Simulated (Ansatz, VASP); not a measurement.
**One calculation of ZnO, two programs**

File INCAR:

```
SYSTEM = ZnO
PREC = Accurate ; ENCUT = 600
EDIFF = 1E-6 ; ISMEAR = -1
SIGMA = 0.08 ; LREAL = .False.
LASPH = .True. ; NELM = 100
ALGO = Normal ; ISIF = 3
LWAVE = .False. ; LCHARG = .False.
IBRION = 2 ; NSW = 100
EDIFFG = -0.002
```

The input KPOINTS:

```
regular mesh
0
Gamma
  14 14 8
  0 0 0
```

File POSCAR:

```
ZnO
1.0
    3.2493080000      0.0000000000      0.0000000000
   -1.6246540000      2.8139832727      0.0000000000
    0.0000000000      0.0000000000      5.2057090000
Zn O
2 2
Direct
    0.3333333333      0.6666666667      0.5000000000
    0.6666666667      0.3333333333      0.0000000000
    0.6666666667      0.3333333333      0.3790100000
    0.3333333333      0.6666666667      0.8790100000
```

Input for Ansatz:

```yaml
crystal:
  lattice:
    - [3.24930799999, 0.0, 0.0]
    - [-1.624654, 2.81398327271, 0.0]
    - [0.0, 0.0, 5.205709]
  atoms:
    - { symbol: Zn, position: [0.333333333333, 0.666666666667, 0.5] }
    - { symbol: Zn, position: [0.666666666667, 0.333333333333, 0.0] }
    - { symbol: O, position: [0.666666666667, 0.333333333333, 0.37901] }
    - { symbol: O, position: [0.333333333333, 0.666666666667, 0.87901] }
kpoints:
  mp_grid: { grid: [14, 14, 8] }
scf:
  occupations: { method: fermi_dirac, width: 0.08 }
hamiltonian:
  xc: lda
  pseudopotentials: { kind: paw }
relax:
  f_tol: 0.002
  max_steps: 80
  cell: {}
output:
  forces: true
  stress: true
```

Alike in both runs: task relaxation of cell and atoms; functional LDA; k mesh 14 × 14 × 8; occupations fermi-dirac, width 0.08 eV; no spin polarisation.

|  | VASP | Ansatz |
| --- | --- | --- |
| version | VASP 6.6.1 | Ansatz 0.2.0 |
| potentials or method | VASP PAW LDA potentials, release 64 (Zn, O) | PAW with Ansatz's default frozen-core files, scalar-relativistic |
| plane-wave cutoff (eV) | 600 | 420 |
| valence electrons in the cell | 36 | 36 |

|  | VASP | Ansatz | Ansatz less VASP |
| --- | --- | --- | --- |
| relaxed volume (Å³/atom) | 11.40 | 11.33 | -0.069 |
| relaxed length of the cell vector where the two differ most in proportion (Å) | 5.164 | 5.152 | -0.0114 |

LDA's correlation is that of Perdew and Zunger in VASP and of Perdew and Wang (1992) in Ansatz.
